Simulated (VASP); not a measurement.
Wanted: the native input for a VASP 6.6.1 run.

| Item | Value |
| --- | --- |
| Task | single point |
| Functional | PBE |
| Potentials or basis | VASP PAW PBE potentials, release 64 (Cd, S) |
| Cutoff | 520 eV |
| k mesh | 10 × 10 × 10 |
| Occupations | gaussian, width 0.03 eV |
| Spin | no spin polarisation |
| Dipole correction | no |
| Further INCAR settings | ALGO = Normal; EDIFF = 1e-07; NBANDS = 16 |

The structure of CdS lies in POSCAR:

```
CdS
1.0
    0.0000000000      2.8220751000      2.6155818000
    2.8220751000      0.0000000000      2.6155818000
    2.8220751000      2.8220751000      0.0000000000
Cd S
1 1
Direct
    0.0000000000      0.0000000000      0.0000000000
    0.5000000000      0.5000000000      0.5000000000
```

This cell differs from its parent crystal: strain +0.025 along x and y, -0.050 along z.

One way to write it, as run:

INCAR

```
SYSTEM = CdS
PREC     = Accurate       ! precision mode
ENCUT    = 520            ! plane-wave cutoff, eV
EDIFF    = 1E-7           ! SCF threshold, eV
ISMEAR   = 0              ! smearing method
SIGMA    = 0.03           ! smearing width, eV
LREAL    = .FALSE.        ! projectors in reciprocal space
LASPH    = .TRUE.         ! aspherical terms in the spheres
NELM     = 60             ! most SCF steps
ALGO     = Normal         ! electronic algorithm
ISIF     = 2              ! what is computed and relaxed
LWAVE    = .FALSE.        ! write WAVECAR
LCHARG   = .FALSE.        ! write CHGCAR
GGA      = PE             ! functional
NBANDS   = 16             ! bands
```

KPOINTS

```
Automatic mesh
0
G
  10 10 10
  0 0 0
```

Potentials or basis: VASP PAW PBE potentials, release 64 (Cd, S).

Launch:

```bash
$ cat potpaw_PBE.64/Cd/POTCAR potpaw_PBE.64/S/POTCAR > POTCAR
$ mpirun -np 1 vasp_std > vasp.out
```

It gave:

```json
{
 "Pressure": "0.9 GPa",
 "Band gap on the k mesh": "zero (band 9 reaches 2.89 eV, above the bottom of band 10 at 2.83 eV)"
}
```

Caveat: the cell differs from its parent crystal (strain +0.025 along x and y, -0.050 along z).

Run time: 65 s on 1 thread of Intel(R) Xeon(R) Platinum 8488C (Sapphire Rapids), with other jobs on the host, peak memory 0.2 GiB.
